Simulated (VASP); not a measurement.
Input of a VASP 6.6.1 run:

INCAR

```
ALGO = Normal ; EDIFF = 1E-7
ENCUT = 520 ; GGA = PS
ISIF = 2 ; ISMEAR = 0
LASPH = True ; LCHARG = False
LREAL = False ; LWAVE = False
NBANDS = 22 ; NELM = 80
PREC = Accurate ; SIGMA = 0.15
```

The input KPOINTS:

```
k-points
0
Gamma
  10 10 10
```

POSCAR

```
InSb3
1.0
    4.6860306506      0.0000000000      0.0000000000
    0.0000000000      4.6860306506      0.0000000000
    0.0000000000      0.0000000000      4.6860306506
In Sb
1 3
Direct
    0.0000000000      0.0000000000      0.0000000000
    0.5000000000      0.0000000000      0.5000000000
    0.0000000000      0.5000000000      0.5000000000
    0.5000000000      0.5000000000      0.0000000000
```

Potentials or basis: VASP PAW PBE potentials, release 64 (In_d, Sb).

Command:

```bash
$ cat potpaw_PBE.64/In_d/POTCAR potpaw_PBE.64/Sb/POTCAR > POTCAR
$ mpirun -np 1 vasp_std > vasp.out
```

(1) Predict the band gap on the k mesh.

(2) What does it give for the pressure?

Answers

(1) zero (bands 14 and 15 overlap by 5.06 eV).

(2) 1.7 GPa.

Caveat: the PAW data sets were made with another functional, which shifts forces and pressure a little; spin-orbit coupling is left out, which moves the levels of the heavy elements.
